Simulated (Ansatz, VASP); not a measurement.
# ZnS: VASP beside Ansatz

Contents of INCAR:

```
SYSTEM = ZnS
  PREC = Accurate
  ENCUT = 520
  EDIFF = 1E-7
  ISMEAR = 0
  SIGMA = 0.05
  LREAL = .FALSE.
  LASPH = .TRUE.
  NELM = 60
  ALGO = Normal
  ISIF = 2
  LWAVE = .FALSE.
  LCHARG = .FALSE.
  GGA = PE
  NBANDS = 16
```

The input KPOINTS:

```
regular mesh
0
G
  10 10 10
  0 0 0
```

The input POSCAR:

```
ZnS
1.0
    0.0000000000      2.7046500000      2.7046500000
    2.9751150000      0.0000000000      2.7046500000
    2.9751150000      2.7046500000      0.0000000000
Zn S
1 1
Direct
    0.0000000000      0.0000000000      0.0000000000
    0.7500000000      0.7500000000      0.7500000000
```

Input for Ansatz:

```yaml
crystal:
  lattice:
    - [0.0, 2.70465, 2.70465]
    - [2.975115, 0.0, 2.70465]
    - [2.975115, 2.70465, 0.0]
  atoms:
    - { symbol: Zn, position: [0.0, 0.0, 0.0] }
    - { symbol: S, position: [0.75, 0.75, 0.75] }
basis:
  ecutwfc: 420
kpoints:
  mp_grid: { grid: [10, 10, 10] }
hamiltonian:
  xc: pbe
scf:
  occupations: { method: gaussian, width: 0.05 }
output:
  forces: true
  stress: true
  eigenvalues: true
```

Change from the starting cell: strain +0.1000 x Voigt [1, 0, 0, 0, 0, 0], atoms carried along.

Alike in both runs: task single point; functional PBE; k mesh 10 × 10 × 10; occupations gaussian, width 0.05 eV; no spin polarisation.

```csv
,VASP,Ansatz
version,VASP 6.6.1,Ansatz 0.2.0
potentials or method,"VASP PAW PBE potentials, release 64 (Zn, S), cutoff 520 eV","scalar-relativistic, plane waves, PAW"
valence electrons in the cell,18,18
```

|  | VASP | Ansatz | Ansatz less VASP |
| --- | --- | --- | --- |
| gap on the k mesh at the Fermi level (eV) | 1.53 | 1.53 | -0.002 |
| least direct gap on the mesh (eV) | 1.53 | 1.53 | -0.002 |
| pressure (GPa) | -4.5 | -4.6 | -0.12 |
| traceless stress, the component that is largest in VASP (GPa) | -3.09 | -3.11 | -0.017 |

The functional is the same, so the differences come from potentials, cutoffs and numerics.
